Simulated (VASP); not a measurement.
# Zr (P1) in VASP: notebook

The runs below take Zr through single point, with PBE.

Everything below comes from runs of VASP 6.6.1. Logs are shortened: lines on timing, memory, paths and dates and some standing lists are left out, and cuts for length are marked.

### Step 1. The cell of the first run

The typed cell holds 4 atoms: a = 6.270 Å, b = 6.270 Å, c = 3.135 Å, α = 109.47°, β = 109.47°, γ = 109.47°.

### Step 2. Single point, PBE

INCAR reads:

```
SYSTEM = Zr
PREC = Accurate
ENCUT = 520
EDIFF = 1E-6
ISMEAR = -1
SIGMA = 0.08
LREAL = .FALSE.
LASPH = .TRUE.
NELM = 100
ALGO = Normal
ISIF = 2
LWAVE = .FALSE.
LCHARG = .FALSE.
GGA = PE
NBANDS = 32
```

KPOINTS reads:

```
Automatic mesh
0
G
  4 4 7
  0 0 0
```

POSCAR reads:

```
Zr
1.0
   -3.6200000000      3.6200000000      3.6200000000
    3.6200000000     -3.6200000000      3.6200000000
    1.8100000000      1.8100000000     -1.8100000000
Zr
4
Direct
    0.0072556630     -0.0055092541     -0.0161486188
   -0.0002810773      0.5144835635     -0.0114922652
    0.4905690608     -0.0070563536      0.0075955801
    0.4967777624      0.4932606354      0.0036635359
```

Potentials or basis: VASP PAW PBE potentials, release 64 (Zr_sv).

Command:

```console
$ cat potpaw_PBE.64/Zr_sv/POTCAR > POTCAR
$ mpirun -np 1 vasp_std > vasp.out
```

OUTCAR:

```text
SYSTEM = Zr
   PREC = Accurate
   ENCUT = 520
   EDIFF = 1E-6
   ISMEAR = -1
   LREAL = .FALSE.
   LASPH = .TRUE.
   NELM = 100
   ISIF = 2
   GGA = PE

 ion  position               nearest neighbor table
   1  0.007  0.994  0.984-   2 3.00   3 3.01   4 3.13   4 3.14   3 3.26   2 3.27   2 3.51   4 3.54
                             3 3.61   3 3.63   4 3.70   2 3.73
   2  1.000  0.514  0.989-   1 3.00   3 3.09   4 3.13   4 3.15   3 3.18   1 3.27   3 3.48   1 3.51
                             4 3.53   4 3.72   1 3.73   3 3.77
   3  0.491  0.993  0.008-   1 3.01   2 3.09   4 3.13   4 3.14   2 3.18   1 3.26   2 3.48   4 3.59
                             1 3.61   1 3.63   4 3.65   2 3.77
   4  0.497  0.493  0.004-   3 3.13   2 3.13   1 3.13   1 3.14   3 3.14   2 3.15   2 3.53   1 3.54
                             3 3.59   3 3.65   1 3.70   2 3.72

  LATTYP: Found a trigonal (rhomboedric) cell.
 ALAT       =     6.0030908705
 COS(alpha) =    -0.4545454545

  Lattice vectors:

 A1 = (  -1.8100000000,  -1.8100000000,  -5.4300000000)
 A2 = (  -1.8100000000,   5.4300000000,   1.8100000000)
 A3 = (   5.4300000000,  -1.8100000000,   1.8100000000)

Analysis of symmetry for initial positions (statically):
=====================================================================
 Subroutine PRICEL returns:
 Original cell was already a primitive cell.

 Routine SETGRP: Setting up the symmetry group for a
 trigonal (rhombohedral) supercell.

 Subroutine GETGRP returns: Found  1 space group operations
 (whereof  1 operations were pure point group operations)
 out of a pool of 12 trial point group operations.

The static configuration has the point symmetry C_1 .

Analysis of symmetry for dynamics (positions and initial velocities):
=====================================================================
 Subroutine PRICEL returns:
 Original cell was already a primitive cell.

 Routine SETGRP: Setting up the symmetry group for a
 trigonal (rhombohedral) supercell.

 Subroutine GETGRP returns: Found  1 space group operations
 (whereof  1 operations were pure point group operations)
 out of a pool of 12 trial point group operations.

The dynamic configuration has the point symmetry C_1 .

 Subroutine INISYM returns: Found  1 space group operations
 (whereof  1 operations are pure point group operations),
 and found     1 'primitive' translations

----------------------------------------------------------------------------------------

                                     Primitive cell

  volume of cell :      94.8759

  direct lattice vectors                    reciprocal lattice vectors
    -3.620000000  3.620000000  3.620000000     0.000000000  0.138121547  0.138121547
     3.620000000 -3.620000000  3.620000000     0.138121547  0.000000000  0.138121547
     1.810000000  1.810000000 -1.810000000     0.276243094  0.276243094  0.000000000

  length of vectors
     6.270023923  6.270023923  3.135011962     0.195333365  0.195333365  0.390666730

  position of ions in fractional coordinates (direct lattice)
     0.007255663  0.994490746  0.983851381
     0.999718923  0.514483564  0.988507735
     0.490569061  0.992943646  0.007595580
     0.496777762  0.493260635  0.003663536

  ion indices of the primitive-cell ions
   primitive index   ion index
                 1           1
                 2           2
                 3           3
                 4           4

----------------------------------------------------------------------------------------

 KPOINTS: Automatic mesh

Automatic generation of k-mesh.
 Grid dimensions read from file:
 generate k-points for:    4    4    7

 Generating k-lattice:

  Cartesian coordinates                     Fractional coordinates (reciprocal lattice)
     0.000000000  0.034530387  0.034530387     0.250000000  0.000000000  0.000000000
     0.034530387  0.000000000  0.034530387     0.000000000  0.250000000  0.000000000
     0.039463299  0.039463299  0.000000000     0.000000000  0.000000000  0.142857143

  Length of vectors
     0.048833341  0.048833341  0.055809533

  Shift w.r.t. Gamma in fractional coordinates (k-lattice)
     0.000000000  0.000000000  0.000000000

 -----------------------------------------------------------------------------
|                                                                             |
|           W    W    AA    RRRRR   N    N  II  N    N   GGGG   !!!           |
|           W    W   A  A   R    R  NN   N  II  NN   N  G    G  !!!           |
|           W    W  A    A  R    R  N N  N  II  N N  N  G       !!!           |
|           W WW W  AAAAAA  RRRRR   N  N N  II  N  N N  G  GGG   !            |
|           WW  WW  A    A  R   R   N   NN  II  N   NN  G    G                |
|           W    W  A    A  R    R  N    N  II  N    N   GGGG   !!!           |
|                                                                             |
|     Your reciprocal lattice and k-lattice belong to different lattice       |
|     classes:                                                                |
|                                                                             |
|        The reciprocal lattice is rhombohedral (trigonal),                   |
|        whereas your k-lattice is base-centered monoclinic.                  |
|                                                                             |
|     Results are often still useful ...                                      |
|                                                                             |
 -----------------------------------------------------------------------------

 WARNING: IBZKPT: internal override: KBLOWUP is changed to .FALSE.
      ... skipping the blow-up phase ...

 Subroutine IBZKPT returns following result:
 ===========================================

 Found     58 irreducible k-points:

 Following reciprocal coordinates:
            Coordinates               Weight
  0.000000  0.000000  0.000000      1.000000
  0.250000  0.000000  0.000000      2.000000
  0.500000  0.000000  0.000000      1.000000
  0.000000  0.250000  0.000000      2.000000
  0.250000  0.250000  0.000000      2.000000
  0.500000  0.250000 -0.000000      2.000000
[... 16 lines left out ...]
  0.000000 -0.250000  0.142857      2.000000
  0.250000 -0.250000  0.142857      2.000000
 [... further k-points ...]
   k-points           NKPTS =     58   k-points in BZ     NKDIM =     58   number of bands    NBANDS=     32
   number of dos      NEDOS =    301   number of ions     NIONS =      4
   total plane-waves  NPLWV =  55296
   dimension x,y,z NGX =    48 NGY =   48 NGZ =   24
   dimension x,y,z NGXF=    96 NGYF=   96 NGZF=   48
   ions per type =               4
   NGX,Y,Z   is equivalent  to a cutoff of  12.73, 12.73, 12.73 a.u.
   NGXF,Y,Z  is equivalent  to a cutoff of  25.45, 25.45, 25.45 a.u.
 SYSTEM =  Zr
   PREC   = accura    normal or accurate (medium, high low for compatibility)
   ISTART =      0    job   : 0-new  1-cont  2-samecut
   ICHARG =      2    charge: 1-file 2-atom 10-const
   ISPIN  =      1    spin polarized calculation?
   LNONCOLLINEAR =      F non collinear calculations
   LSORBIT =      F    spin-orbit coupling
   LASPH  =      T    aspherical Exc in radial PAW
   ENCUT  =  520.0 eV  38.22 Ry    6.18 a.u.  11.66 11.66  5.83*2*pi/ulx,y,z
   NELM   =    100;   NELMIN=  2; NELMDL= -5     # of ELM steps
   EDIFF  = 0.1E-05   stopping-criterion for ELM
   LREAL  =      F    real-space projection
   EDIFFG = 0.1E-04   stopping-criterion for IOM
   NSW    =      0    number of steps for IOM
   IBRION =     -1    ionic relax: 0-MD 1-quasi-New 2-CG
   NFREE  =      0    steps in history (QN), initial steepest desc. (CG)
   ISIF   =      2    stress and relaxation
   ISYM   =      2    0-nonsym 1-usesym 2-fastsym
   POTIM  = 0.5000    time-step for ionic-motion
   TEBEG  =    0.0;   TEEND  =   0.0 temperature during run
   PSTRESS=    0.0 pullay stress
   NELECT =      48.0000    total number of electrons
   NUPDOWN=      -1.0000    fix difference up-down
   EMIN   =  10.00;   EMAX   =-10.00  energy-range for DOS
   EFERMI =   0.00;   METHOD = LEGACY
   ISMEAR =    -1;   SIGMA  =   0.08  broadening in eV -4-tet -1-fermi 0-gaus
   EFERMI_NEDOS =   21; number of points for ismear=-14 and -15
   IALGO  =     38    algorithm
   IMIX   =      4    mixing-type and parameters
     AMIX     =   0.40;   BMIX     =  1.00
     AMIX_MAG =   1.60;   BMIX_MAG =  1.00
  volume/ion in A,a.u.               =      23.72       160.06
  Fermi-wavevector in a.u.,A,eV,Ry     =   1.304478  2.465105 23.152520  1.701662
  Thomas-Fermi vector in A             =   2.435411
   LORBIT       =      0    0 simple, 1 ext, 2 COOP (PROOUT), +10 PAW based schemes
   GGA     = PE    functional components
   LHFCALC =     F    Hartree Fock is set to
   AEXX    =    0.0000 exact exchange contribution
   IVDW    =     0    specifies the selected vdW correction
   LEPSILON=     F    determine dielectric tensor
   LRPA    =     F    only Hartree local field effects (RPA)
 non-spin polarized calculation
  energy-cutoff  :      520.00
  volume of cell :       94.88
 maximum number of plane-waves:      2574
 NGX is ok and might be reduce to    48
   NGX = 23   NGY = 23   NGZ = 11

 number of electron      48.0000000 magnetization

 Free energy of the ion-electron system (eV)
  ---------------------------------------------------
  ext. energy  EPLUGINS =         0.00000000
  ---------------------------------------------------
  free energy    TOTEN  =       -33.75799350 eV

  energy without entropy =      -33.58638244  energy(sigma->0) =      -33.67218797

 E-fermi :   8.4963     XC(G=0): -10.9889

 val. band max:        8.4905880941   @ k =  -0.2500   0.5000   0.4286
 cond. band min:       8.4986627830   @ k =   0.5000  -0.0000   0.2857
 fundamental gap:      0.0080746889
 Fermi energy:         8.4962568241

 k-point     1 :       0.0000    0.0000    0.0000
  band No.  band energies     occupation
      1     -40.0386      2.00000
      2     -39.9072      2.00000
      3     -39.8921      2.00000
      4     -39.8785      2.00000
      5     -18.4973      2.00000
      6     -18.4887      2.00000
[... 24 lines left out ...]
     31      12.0091      0.00000
     32      12.0206      0.00000
[... 774 lines left out ...]
      2     -39.9112      2.00000
      3     -39.8910      2.00000
      4     -39.8759      2.00000
      5     -18.3473      2.00000
      6     -18.3266      2.00000
[... 24 lines left out ...]
     31      10.8866      0.00000
     32      10.9908      0.00000

 [... further k-points ...]

------------------------ aborting loop because EDIFF is reached ----------------------------------------

  FORCE on cell =-STRESS in cart. coord.  units (eV):
  Direction    XX          YY          ZZ          XY          YZ          ZX
  --------------------------------------------------------------------------------------
  -------------------------------------------------------------------------------------
  Total       -1.3944150     -1.3787958     -1.3926845     -0.2705556     -0.1256553     -0.0107812
  in kB      -23.5476148    -23.2838526    -23.5183914     -4.5688981     -2.1219527     -0.1820630
  external PRESSURE =     -23.4499529 kB  Pullay stress =       0.0000000 kB

 VOLUME and BASIS-vectors are now :
 -----------------------------------------------------------------------------
  energy-cutoff  :      520.00
  volume of cell :       94.88
      direct lattice vectors                 reciprocal lattice vectors
    -3.620000000  3.620000000  3.620000000     0.000000000  0.138121547  0.138121547
     3.620000000 -3.620000000  3.620000000     0.138121547  0.000000000  0.138121547
     1.810000000  1.810000000 -1.810000000     0.276243094  0.276243094  0.000000000

 POSITION                                       TOTAL-FORCE (eV/Angst)
 -----------------------------------------------------------------------------------
      5.35456     -1.79302      1.84555         0.234734     -0.376265      0.109799
      0.03265      3.54575      3.69221        -0.169604      0.055406     -0.056720
      1.83234     -1.80485      5.35657        -0.075315      0.221604      0.043219
     -0.00610      0.01936      3.57731         0.010185      0.099255     -0.096297
 -----------------------------------------------------------------------------------
    total drift:                                0.000091     -0.000085     -0.000053

  FREE ENERGIE OF THE ION-ELECTRON SYSTEM (eV)
  ---------------------------------------------------
  free  energy   TOTEN  =       -33.7579934972 eV

  energy  without entropy=      -33.5863824376  energy(sigma->0) =      -33.67218797
```

Run time: 5 min. Hardware: 1 thread of Intel Xeon 8259CL, shared host; peak memory 0.3 GiB.

Results:

```yaml
Free_energy: -33.7580 eV
Pressure: -2.3 GPa
Largest_force: 0.457 eV/Å
Band_gap_on_the_k_mesh: zero (bands 24 and 25 overlap by 1.37 eV)
```

Forces in eV/Å, atoms in the order of the input:
```
Zr   0.235 -0.376  0.110
Zr  -0.170  0.055 -0.057
Zr  -0.075  0.222  0.043
Zr   0.010  0.099 -0.096
```

Stress tensor (GPa, compression positive):
```
-2.35 -0.46 -0.02
-0.46 -2.33 -0.21
-0.02 -0.21 -2.35
```

### Step 3. Single point, PBE

INCAR reads:

```
  ALGO = Normal
  EDIFF = 1E-6
  ENCUT = 520
  GGA = PE
  ISIF = 2
  ISMEAR = -1
  LASPH = True
  LCHARG = False
  LREAL = False
  LWAVE = False
  NBANDS = 32
  NELM = 100
  PREC = Accurate
  SIGMA = 0.08
```

KPOINTS reads:

```
k-points
0
Gamma
  4 4 7
```

POSCAR reads:

```
Zr
1.0
   -3.6200000000      3.6200000000      3.6200000000
    3.6200000000     -3.6200000000      3.6200000000
    1.8100000000      1.8100000000     -1.8100000000
Zr
4
Direct
    0.0176421271     -0.0042505525     -0.0210958564
    0.0023900552      0.5254393646     -0.0282704420
    0.4838501381     -0.0101058011      0.0117903315
    0.4930382597      0.4866075967      0.0090121547
```

Potentials or basis: VASP PAW PBE potentials, release 64 (Zr_sv).

Command:

```console
$ cat potpaw_PBE.64/Zr_sv/POTCAR > POTCAR
$ mpirun -np 1 vasp_std > vasp.out
```

Wall time 4.8 min (1 thread of Intel Xeon 8259CL, shared host); peak memory 0.29 GiB.

It converged, with:

```
Free energy            : -33.7170 eV
Pressure               : -1.8 GPa
Largest force          : 0.896 eV/Å
Band gap on the k mesh : zero (bands 24 and 25 overlap by 1.16 eV)
```

Forces on the atoms (eV/Å):
```
Zr   0.516 -0.726  0.100
Zr  -0.346  0.145 -0.240
Zr  -0.234  0.403  0.177
Zr   0.064  0.177 -0.037
```

Stress tensor (GPa, compression positive):
```
-1.69 -0.88 -0.15
-0.88 -1.81 -0.45
-0.15 -0.45 -1.86
```

Levels at points of the mesh, in eV from the Fermi level:
```
           k point  band 20  band 21  band 22  band 23  band 24  band 25  band 26  band 27  band 28  band 29
(0.00, 0.00, 0.00)    -2.68    -0.65    -0.64    -0.56     0.87     1.02     1.14     1.62     1.71     1.79
(0.50, 0.00, 0.00)    -1.76    -0.89    -0.52    -0.31    -0.07     0.11     0.28     0.55     0.85     2.53
(0.00, 0.50, 0.00)    -1.68    -0.85    -0.59    -0.36    -0.02     0.15     0.33     0.50     0.82     2.58
(0.50, 0.50, 0.00)    -1.77    -0.68    -0.64    -0.11    -0.01     0.06     0.11     0.46     1.04     2.54
```

[end of part 1 of 2]

The gap in the log of VASP goes by the Fermi energy; the results here count the filled bands.